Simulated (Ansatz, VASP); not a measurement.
Two plane-wave programs on Ag

File INCAR:

```
PREC = Accurate
ENCUT = 520
EDIFF = 1E-7
ISMEAR = 0
SIGMA = 0.15
LREAL = F
LASPH = T
NELM = 60
ALGO = Fast
ISIF = 2
LWAVE = F
LCHARG = T
GGA = PS
LELF = T
LVHAR = T
NBANDS = 12
```

File KPOINTS:

```
Automatic mesh
0
Gamma
  20 20 20
```

The input POSCAR:

```
Ag
1.0
   -1.7218801600      1.7218801600      1.7881063200
    1.7218801600     -1.7218801600      1.7881063200
    1.7218801600      1.7218801600     -1.7881063200
Ag
1
Direct
    0.0000000000      0.0000000000      0.0000000000
```

Input for Ansatz:

```yaml
crystal:
  lattice:
    - [-1.72188016, 1.72188016, 1.78810632]
    - [1.72188016, -1.72188016, 1.78810632]
    - [1.72188016, 1.72188016, -1.78810632]
  atoms:
    - { symbol: Ag, position: [0.0, 0.0, 0.0] }
basis:
  ecutwfc: 420
kpoints:
  mp_grid: { grid: [20, 20, 20] }
hamiltonian:
  xc: pbesol
scf:
  occupations: { method: gaussian, width: 0.15 }
output:
  forces: true
  stress: true
  eigenvalues: true
```

Change from the starting cell: strain +0.040 along x and y, +0.080 along z, atoms carried along.

Alike in both runs: task single point; functional PBEsol; k mesh 20 × 20 × 20; occupations gaussian, width 0.15 eV; no spin polarisation.

|  | VASP | Ansatz |
| --- | --- | --- |
| version | VASP 6.6.1 | Ansatz 0.2.0 |
| potentials or method | VASP PAW PBE potentials, release 64 (Ag), cutoff 520 eV | scalar-relativistic, plane waves, PAW |
| valence electrons in the cell | 11 | 19 |

```tsv
	VASP	Ansatz	Ansatz less VASP
gap on the k mesh at the Fermi level (eV)	none	none	-
pressure (GPa)	-13.8	-13.8	+0.02
traceless stress, the component that is largest in VASP (GPa)	0.17	0.17	+0.001
```

VASP's potentials were made for PBE, not for PBEsol. A gap of «none» marks a metal or a gap that the smearing closes. VASP's potentials hold 11 valence electrons a cell and Ansatz's 19, so a difference there can come from the potentials and not from the codes.
